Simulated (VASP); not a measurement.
# TiCuF4 (P-42m) in VASP: notebook

Runs on TiCuF4. Level: PBE. Tasks: single point.

All numbers are computed with VASP 6.6.1; they aren't measurements. Logs are shortened: lines on timing, memory, paths and dates and some standing lists are left out, and cuts for length are marked.

## (1) The cell of the first run

It takes space group P-42m (No. 111, tetragonal). Conventional cell: a = 5.181 Å, b = 5.181 Å, c = 3.858 Å, α = 90.00°, β = 90.00°, γ = 90.00°. Ti (site symmetry -42m) has 4 F at 1.87 Å within 2.5 Å. Within 2.8 Å of Cu (site symmetry -42m) lie 4 F at 2.09 Å. F (site symmetry m) has 1 Ti at 1.87 Å and 1 Cu at 2.09 Å within 2.5 Å.

The cell was generated, and may not be a known phase.

## (2) Single point, PBE, collinear spin

Contents of INCAR:

```
ALGO = Normal
EDIFF = 1E-6
ENCUT = 600
GGA = PE
GGA_COMPAT = False
ISIF = 2
ISMEAR = 0
ISPIN = 2
LASPH = True
LCHARG = False
LMAXMIX = 4
LORBIT = 11
LREAL = False
LWAVE = False
MAGMOM = 1 1 0 0 0 0
NBANDS = 38
NELM = 200
PREC = Accurate
SIGMA = 0.1
```

Contents of KPOINTS:

```
k-points
0
Gamma
  4 4 4
```

Contents of POSCAR:

```
TiCuF4
1.0
    5.1812788808      0.0000000000      0.0000000000
    0.0000000000      5.1812788808      0.0000000000
    0.0000000000      0.0000000000      3.8581576232
Ti Cu F
1 1 4
Direct
    0.5000000000      0.5000000000      0.0000000000
    0.0000000000      0.0000000000      0.0000000000
    0.2658276058      0.2658276058      0.8048555765
    0.7341723942      0.7341723942      0.8048555765
    0.2658276058      0.7341723942      0.1951444235
    0.7341723942      0.2658276058      0.1951444235
```

Potentials or basis: VASP PAW PBE potentials, release 64 (Ti_sv, Cu, F).

Launch:

```bash
> cat potpaw_PBE.64/Ti_sv/POTCAR potpaw_PBE.64/Cu/POTCAR potpaw_PBE.64/F/POTCAR > POTCAR
> mpirun -np 1 vasp_std > vasp.out
```

OUTCAR:

```text
EDIFF = 1E-6
   ENCUT = 600
   GGA = PE
   ISIF = 2
   ISMEAR = 0
   ISPIN = 2
   LASPH = True
   LORBIT = 11
   LREAL = False
   NELM = 200
   PREC = Accurate

 ion  position               nearest neighbor table
   1  0.500  0.500  0.000-   3 1.87   4 1.87   5 1.87   6 1.87
   2  0.000  0.000  0.000-   3 2.09   4 2.09   5 2.09   6 2.09
   3  0.266  0.266  0.805-   1 1.87   2 2.09
   4  0.734  0.734  0.805-   1 1.87   2 2.09
   5  0.266  0.734  0.195-   1 1.87   2 2.09
   6  0.734  0.266  0.195-   1 1.87   2 2.09

  LATTYP: Found a simple tetragonal cell.
 ALAT       =     5.1812788808
 C/A-ratio  =     0.7446342326

  Lattice vectors:

 A1 = (   5.1812788808,   0.0000000000,   0.0000000000)
 A2 = (   0.0000000000,   5.1812788808,   0.0000000000)
 A3 = (   0.0000000000,   0.0000000000,   3.8581576232)

Analysis of symmetry for initial positions (statically):
=====================================================================
 Subroutine PRICEL returns:
 Original cell was already a primitive cell.

 Routine SETGRP: Setting up the symmetry group for a
 simple tetragonal supercell.

 Subroutine GETGRP returns: Found  8 space group operations
 (whereof  8 operations were pure point group operations)
 out of a pool of 16 trial point group operations.

The static configuration has the point symmetry D_2d.

Analysis of symmetry for dynamics (positions and initial velocities):
=====================================================================
 Subroutine PRICEL returns:
 Original cell was already a primitive cell.

 Routine SETGRP: Setting up the symmetry group for a
 simple tetragonal supercell.

 Subroutine GETGRP returns: Found  8 space group operations
 (whereof  8 operations were pure point group operations)
 out of a pool of 16 trial point group operations.

The dynamic configuration has the point symmetry D_2d.

Analysis of structural, dynamic, and magnetic symmetry:
=====================================================================
 Subroutine PRICEL returns:
 Original cell was already a primitive cell.

 Routine SETGRP: Setting up the symmetry group for a
 simple tetragonal supercell.

 Subroutine GETGRP returns: Found  8 space group operations
 (whereof  8 operations were pure point group operations)
 out of a pool of 16 trial point group operations.

The overall configuration has the point symmetry D_2d.

 Subroutine INISYM returns: Found  8 space group operations
 (whereof  8 operations are pure point group operations),
 and found     1 'primitive' translations

----------------------------------------------------------------------------------------

                                     Primitive cell

  volume of cell :     103.5748

  direct lattice vectors                    reciprocal lattice vectors
     5.181278881  0.000000000  0.000000000     0.193002543  0.000000000  0.000000000
     0.000000000  5.181278881  0.000000000     0.000000000  0.193002543  0.000000000
     0.000000000  0.000000000  3.858157623     0.000000000  0.000000000  0.259191069

  length of vectors
     5.181278881  5.181278881  3.858157623     0.193002543  0.193002543  0.259191069

  position of ions in fractional coordinates (direct lattice)
     0.500000000  0.500000000  0.000000000
     0.000000000  0.000000000  0.000000000
     0.265827606  0.265827606  0.804855577
     0.734172394  0.734172394  0.804855577
     0.265827606  0.734172394  0.195144423
     0.734172394  0.265827606  0.195144423

  ion indices of the primitive-cell ions
   primitive index   ion index
                 1           1
                 2           2
                 3           3
                 4           4
                 5           5
                 6           6

----------------------------------------------------------------------------------------

 KPOINTS: k-points

Automatic generation of k-mesh.
 Grid dimensions read from file:
 generate k-points for:    4    4    4

 Generating k-lattice:

  Cartesian coordinates                     Fractional coordinates (reciprocal lattice)
     0.048250636  0.000000000  0.000000000     0.250000000  0.000000000  0.000000000
     0.000000000  0.048250636  0.000000000     0.000000000  0.250000000  0.000000000
     0.000000000  0.000000000  0.064797767     0.000000000  0.000000000  0.250000000

  Length of vectors
     0.048250636  0.048250636  0.064797767

  Shift w.r.t. Gamma in fractional coordinates (k-lattice)
     0.000000000  0.000000000  0.000000000

 Subroutine IBZKPT returns following result:
 ===========================================

 Found     18 irreducible k-points:

 Following reciprocal coordinates:
            Coordinates               Weight
  0.000000  0.000000  0.000000      1.000000
  0.250000  0.000000  0.000000      4.000000
  0.500000  0.000000  0.000000      2.000000
  0.250000  0.250000  0.000000      4.000000
  0.500000  0.250000  0.000000      4.000000
  0.500000  0.500000  0.000000      1.000000
[... 10 lines left out ...]
  0.500000  0.250000  0.500000      4.000000
  0.500000  0.500000  0.500000      1.000000
   k-points           NKPTS =     18   k-points in BZ     NKDIM =     18   number of bands    NBANDS=     38
   number of dos      NEDOS =    301   number of ions     NIONS =      6
   total plane-waves  NPLWV =  56448
   dimension x,y,z NGX =    42 NGY =   42 NGZ =   32
   dimension x,y,z NGXF=    84 NGYF=   84 NGZF=   64
   ions per type =               1   1   4
   NGX,Y,Z   is equivalent  to a cutoff of  13.48, 13.48, 13.79 a.u.
   NGXF,Y,Z  is equivalent  to a cutoff of  26.95, 26.95, 27.58 a.u.
 SYSTEM =  unknown system
   PREC   = accura    normal or accurate (medium, high low for compatibility)
   ISTART =      0    job   : 0-new  1-cont  2-samecut
   ICHARG =      2    charge: 1-file 2-atom 10-const
   ISPIN  =      2    spin polarized calculation?
   LNONCOLLINEAR =      F non collinear calculations
   LSORBIT =      F    spin-orbit coupling
   LASPH  =      T    aspherical Exc in radial PAW
   ENCUT  =  600.0 eV  44.10 Ry    6.64 a.u.  10.35 10.35  7.71*2*pi/ulx,y,z
   NELM   =    200;   NELMIN=  2; NELMDL= -5     # of ELM steps
   EDIFF  = 0.1E-05   stopping-criterion for ELM
   LREAL  =      F    real-space projection
   EDIFFG = 0.1E-04   stopping-criterion for IOM
   NSW    =      0    number of steps for IOM
   IBRION =     -1    ionic relax: 0-MD 1-quasi-New 2-CG
   NFREE  =      0    steps in history (QN), initial steepest desc. (CG)
   ISIF   =      2    stress and relaxation
   ISYM   =      2    0-nonsym 1-usesym 2-fastsym
   POTIM  = 0.5000    time-step for ionic-motion
   TEBEG  =    0.0;   TEEND  =   0.0 temperature during run
   PSTRESS=    0.0 pullay stress
   NELECT =      51.0000    total number of electrons
   NUPDOWN=      -1.0000    fix difference up-down
   EMIN   =  10.00;   EMAX   =-10.00  energy-range for DOS
   EFERMI =   0.00;   METHOD = LEGACY
   ISMEAR =     0;   SIGMA  =   0.10  broadening in eV -4-tet -1-fermi 0-gaus
   EFERMI_NEDOS =   21; number of points for ismear=-14 and -15
   IALGO  =     38    algorithm
   IMIX   =      4    mixing-type and parameters
     AMIX     =   0.40;   BMIX     =  1.00
     AMIX_MAG =   1.60;   BMIX_MAG =  1.00
  volume/ion in A,a.u.               =      17.26       116.49
  Fermi-wavevector in a.u.,A,eV,Ry     =   1.292747  2.442938 22.737991  1.671195
  Thomas-Fermi vector in A             =   2.424436
   LORBIT       =     11    0 simple, 1 ext, 2 COOP (PROOUT), +10 PAW based schemes
   GGA     = PE    functional components
   LHFCALC =     F    Hartree Fock is set to
   AEXX    =    0.0000 exact exchange contribution
   IVDW    =     0    specifies the selected vdW correction
   LEPSILON=     F    determine dielectric tensor
   LRPA    =     F    only Hartree local field effects (RPA)
 spin polarized calculation
 Gauss-broadening in eV      SIGMA  =   0.10
  energy-cutoff  :      600.00
  volume of cell :      103.57
 maximum number of plane-waves:      3480
 NGX is ok and might be reduce to    42
   NGX = 21   NGY = 21   NGZ = 15

 number of electron      51.0000022 magnetization       0.9680573

 Free energy of the ion-electron system (eV)
  ---------------------------------------------------
  ext. energy  EPLUGINS =         0.00000000
  ---------------------------------------------------
  free energy    TOTEN  =       -32.84107931 eV

  energy without entropy =      -32.83915655  energy(sigma->0) =      -32.84011793

 E-fermi :   2.3927     XC(G=0):  -8.2250

 val. band max:        2.3746990310   @ k =   0.5000   0.5000   0.5000
 cond. band min:       2.5655486185   @ k =   0.2500   0.0000   0.0000
 fundamental gap:      0.1908495875
 Fermi energy:         2.3927050393

 spin component 1

 k-point     1 :       0.0000    0.0000    0.0000
  band No.  band energies     occupation
      1     -56.9039      1.00000
      2     -33.4278      1.00000
      3     -33.4278      1.00000
      4     -33.0222      1.00000
      5     -23.1168      1.00000
      6     -22.8153      1.00000
[... 29 lines left out ...]
     36      10.3630      0.00000
     37      11.8978      0.00000

 k-point     2 :       0.2500    0.0000    0.0000
  band No.  band energies     occupation
      1     -56.9039      1.00000
      2     -33.4282      1.00000
      3     -33.4277      1.00000
      4     -33.0221      1.00000
      5     -23.0824      1.00000
      6     -22.8318      1.00000
[... 29 lines left out ...]
     36      11.1427      0.00000
     37      11.5903      0.00000
[... 598 lines left out ...]
     36      10.0573      0.00000
     37      10.1726      0.00000

 k-point    18 :       0.5000    0.5000    0.5000
  band No.  band energies     occupation
      1     -56.9031      1.00000
      2     -33.4260      1.00000
      3     -33.4260      1.00000
      4     -33.0398      1.00000
      5     -22.9604      1.00000
      6     -22.9098      1.00000
[... 29 lines left out ...]
     36       9.4527      0.00000
     37       9.4527      0.00000
 Fermi energy:         2.3927050393

 spin component 2

 k-point     1 :       0.0000    0.0000    0.0000
  band No.  band energies     occupation
      1     -56.1360      1.00000
      2     -32.8903      1.00000
      3     -32.8903      1.00000
      4     -31.8478      1.00000
      5     -23.1053      1.00000
      6     -22.7913      1.00000
[... 29 lines left out ...]
     36      10.3454      0.00000
     37      12.4936      0.00000

 k-point     2 :       0.2500    0.0000    0.0000
  band No.  band energies     occupation
      1     -56.1360      1.00000
      2     -32.8908      1.00000
      3     -32.8902      1.00000
      4     -31.8478      1.00000
      5     -23.0708      1.00000
      6     -22.8078      1.00000
[... 29 lines left out ...]
     36      11.5565      0.00000
     37      11.6557      0.00000
[... 598 lines left out ...]
     36      10.0564      0.00000
     37      10.3242      0.00000

 k-point    18 :       0.5000    0.5000    0.5000
  band No.  band energies     occupation
      1     -56.1353      1.00000
      2     -32.8885      1.00000
      3     -32.8885      1.00000
      4     -31.8652      1.00000
      5     -22.9496      1.00000
      6     -22.8848      1.00000
[... 29 lines left out ...]
     36       9.4521      0.00000
     37       9.4521      0.00000
 [bands above 37 left out]

------------------------ aborting loop because EDIFF is reached ----------------------------------------

  FORCE on cell =-STRESS in cart. coord.  units (eV):
  Direction    XX          YY          ZZ          XY          YZ          ZX
  --------------------------------------------------------------------------------------
  -------------------------------------------------------------------------------------
  Total        0.2275783      0.2275783     -0.3741252      0.0000000      0.0000000      0.0000000
  in kB        3.5203636      3.5203636     -5.7872686      0.0000000      0.0000000      0.0000000
  external PRESSURE =       0.4178195 kB  Pullay stress =       0.0000000 kB

 VOLUME and BASIS-vectors are now :
 -----------------------------------------------------------------------------
  energy-cutoff  :      600.00
  volume of cell :      103.57
      direct lattice vectors                 reciprocal lattice vectors
     5.181278881  0.000000000  0.000000000     0.193002543  0.000000000  0.000000000
     0.000000000  5.181278881  0.000000000     0.000000000  0.193002543  0.000000000
     0.000000000  0.000000000  3.858157623     0.000000000  0.000000000  0.259191069

 POSITION                                       TOTAL-FORCE (eV/Angst)
 -----------------------------------------------------------------------------------
      2.59064      2.59064      0.00000         0.000000      0.000000      0.000000
      0.00000      0.00000      0.00000        -0.000000      0.000000      0.000000
      1.37733      1.37733      3.10526        -0.083548     -0.083548     -0.050383
      3.80395      3.80395      3.10526         0.083548      0.083548     -0.050383
      1.37733      3.80395      0.75290        -0.083548      0.083548      0.050383
      3.80395      1.37733      0.75290         0.083548     -0.083548      0.050383
 -----------------------------------------------------------------------------------
    total drift:                                0.000000      0.000000     -0.000000

  FREE ENERGIE OF THE ION-ELECTRON SYSTEM (eV)
  ---------------------------------------------------
  free  energy   TOTEN  =       -32.8410793130 eV

  energy  without entropy=      -32.8391565514  energy(sigma->0) =      -32.84011793

 total charge

# of ion       s       p       d       tot
------------------------------------------
    1        2.186   6.174   1.893  10.253
    2        0.182   0.157   9.426   9.765
    3        1.735   4.345   0.000   6.080
    4        1.735   4.345   0.000   6.080
    5        1.735   4.345   0.000   6.080
    6        1.735   4.345   0.000   6.080
--------------------------------------------------
tot          9.309  23.711  11.319  44.339

 magnetization (x)

# of ion       s       p       d       tot
------------------------------------------
    1        0.026   0.004   0.761   0.792
    2        0.007   0.001  -0.011  -0.003
    3        0.001   0.001   0.000   0.002
    4        0.001   0.001   0.000   0.002
    5        0.001   0.001   0.000   0.002
    6        0.001   0.001   0.000   0.002
--------------------------------------------------
tot          0.035   0.011   0.751   0.797
```

Run time: 4.9 min. Hardware: 1 thread of Oxide Virtual Turin-like, shared host; peak memory 0.31 GiB.

What came out:

```yaml
Free_energy: -32.8411 eV
Pressure: 0.0 GPa
Largest_force: 0.128 eV/Å
Band_gap_on_the_k_mesh: zero (filled and empty bands overlap)
Net_moment: 0.97 μB per cell
Site_moments: Ti +0.79; Cu -0.00; F +0.00 μB
Valence_electrons_inside_the_program's_atomic_spheres: Ti 10.25; Cu 9.77; F 6.08
```

Forces on the atoms (eV/Å):
```
Ti   0.000  0.000  0.000
Cu   0.000  0.000  0.000
F   -0.084 -0.084 -0.050
F    0.084  0.084 -0.050
F   -0.084  0.084  0.050
F    0.084 -0.084  0.050
```

Caveat: the k points lie up to 0.41 Å⁻¹ apart; a cell with one magnetic atom can't hold antiferromagnetic order, which such compounds often take; semilocal functionals often make such compounds metallic where correlation or magnetic order opens a gap, which also shifts bond lengths. With open d or f shells a metallic result of PBE can be an artefact of self-interaction; +U or a hybrid may open a gap.

## (3) Single point, PBE, collinear spin

This run uses another cell than the first one, of 17.66 Å³/atom.

Contents of INCAR:

```
PREC     = Accurate       # precision mode
ENCUT    = 600            # plane-wave cutoff, eV
EDIFF    = 1E-6           # SCF threshold, eV
ISMEAR   = 0              # smearing method
SIGMA    = 0.1            # smearing width, eV
LREAL    = False          # projectors in reciprocal space
LASPH    = True           # aspherical terms in the spheres
NELM     = 200            # most SCF steps
ALGO     = Normal         # electronic algorithm
ISIF     = 2              # what is computed and relaxed
LWAVE    = False          # write WAVECAR
LCHARG   = False          # write CHGCAR
ISPIN    = 2              # spin polarisation
MAGMOM   = 1 1 0 0 0 0    # initial moments
LORBIT   = 11             # projections on sites
LMAXMIX  = 4              # l up to which the mixer works
GGA      = PE             # functional
NBANDS   = 38             # bands
GGA_COMPAT= False
```

Contents of KPOINTS:

```
regular mesh
0
Gamma
  4 4 4
```

Contents of POSCAR:

```
TiCuF4
1.0
    5.0801617334      0.0000000000      0.0000000000
    0.0000000000      5.0801617334      0.0000000000
    0.0000000000      0.0000000000      4.1056565669
Ti Cu F
1 1 4
Direct
    0.5000000000      0.5000000000      0.0000000000
    0.0000000000      0.0000000000      0.0000000000
    0.2654800664      0.2654800664      0.8032321595
    0.7345199336      0.7345199336      0.8032321595
    0.2654800664      0.7345199336      0.1967678405
    0.7345199336      0.2654800664      0.1967678405
```

Potentials or basis: VASP PAW PBE potentials, release 64 (Ti_sv, Cu, F).

Launch:

```bash
> cat potpaw_PBE.64/Ti_sv/POTCAR potpaw_PBE.64/Cu/POTCAR potpaw_PBE.64/F/POTCAR > POTCAR
> mpirun -np 1 vasp_std > vasp.out
```

Run time: 7.2 min. Hardware: 1 thread of Oxide Virtual Turin-like, shared host; peak memory 0.34 GiB.

The run converged. Its results:

```
Free energy                                           : -32.5963 eV
Pressure                                              : 0.0 GPa
Largest force                                         : 0.097 eV/Å
Net moment                                            : 0.00 μB per cell
Valence electrons inside the program's atomic spheres : Ti 10.25; Cu 9.78; F 6.08
```

Forces in eV/Å, atoms in the order of the input:
```
Ti   0.000  0.000  0.000
Cu   0.000  0.000  0.000
F    0.001  0.001  0.097
F   -0.001 -0.001  0.097
F    0.001 -0.001 -0.097
F   -0.001  0.001 -0.097
```

Stress tensor (GPa, compression positive):
```
 0.99  0.00  0.00
 0.00  0.99  0.00
 0.00  0.00 -1.88
```

Levels at points of the mesh, in eV from the Fermi level:
Spin up:
| k point | band 21 | band 22 | band 23 | band 24 | band 25 | band 26 | band 27 | band 28 | band 29 | band 30 |
| --- | --- | --- | --- | --- | --- | --- | --- | --- | --- | --- |
| (0.00, 0.00, 0.00) | -2.05 | -1.86 | -1.86 | -1.80 | -1.22 | -0.71 | 0.27 | 0.71 | 0.91 | 0.91 |
| (0.50, 0.00, 0.00) | -2.00 | -1.77 | -1.76 | -1.75 | -1.30 | -0.25 | 0.22 | 0.66 | 0.73 | 1.54 |
| (0.50, 0.50, 0.00) | -2.06 | -1.79 | -1.79 | -1.73 | -1.56 | 0.08 | 0.23 | 0.87 | 0.87 | 0.97 |
| (0.00, 0.00, 0.50) | -1.87 | -1.85 | -1.85 | -1.80 | -1.28 | 0.20 | 0.29 | 0.97 | 0.97 | 1.60 |
| (0.50, 0.00, 0.50) | -1.85 | -1.78 | -1.75 | -1.75 | -1.30 | 0.20 | 0.31 | 0.70 | 0.74 | 1.73 |
| (0.50, 0.50, 0.50) | -1.88 | -1.78 | -1.78 | -1.74 | -1.36 | 0.20 | 0.40 | 0.91 | 0.91 | 1.64 |
Spin down:
| k point | band 21 | band 22 | band 23 | band 24 | band 25 | band 26 | band 27 | band 28 | band 29 | band 30 |
| --- | --- | --- | --- | --- | --- | --- | --- | --- | --- | --- |
| (0.00, 0.00, 0.00) | -2.05 | -1.86 | -1.86 | -1.80 | -1.22 | -0.71 | 0.27 | 0.71 | 0.91 | 0.91 |
| (0.50, 0.00, 0.00) | -2.00 | -1.77 | -1.76 | -1.75 | -1.30 | -0.25 | 0.22 | 0.66 | 0.73 | 1.54 |
| (0.50, 0.50, 0.00) | -2.06 | -1.79 | -1.79 | -1.73 | -1.56 | 0.08 | 0.23 | 0.87 | 0.87 | 0.97 |
| (0.00, 0.00, 0.50) | -1.87 | -1.85 | -1.85 | -1.80 | -1.28 | 0.20 | 0.29 | 0.97 | 0.97 | 1.60 |
| (0.50, 0.00, 0.50) | -1.84 | -1.78 | -1.75 | -1.75 | -1.30 | 0.20 | 0.31 | 0.70 | 0.74 | 1.73 |
| (0.50, 0.50, 0.50) | -1.88 | -1.78 | -1.78 | -1.74 | -1.36 | 0.20 | 0.40 | 0.91 | 0.91 | 1.64 |

Caveat: the k points lie up to 0.38 Å⁻¹ apart; semilocal functionals often make such compounds metallic where correlation or magnetic order opens a gap, which also shifts bond lengths.

The gap in the log of VASP goes by the Fermi energy; the results here count the filled bands.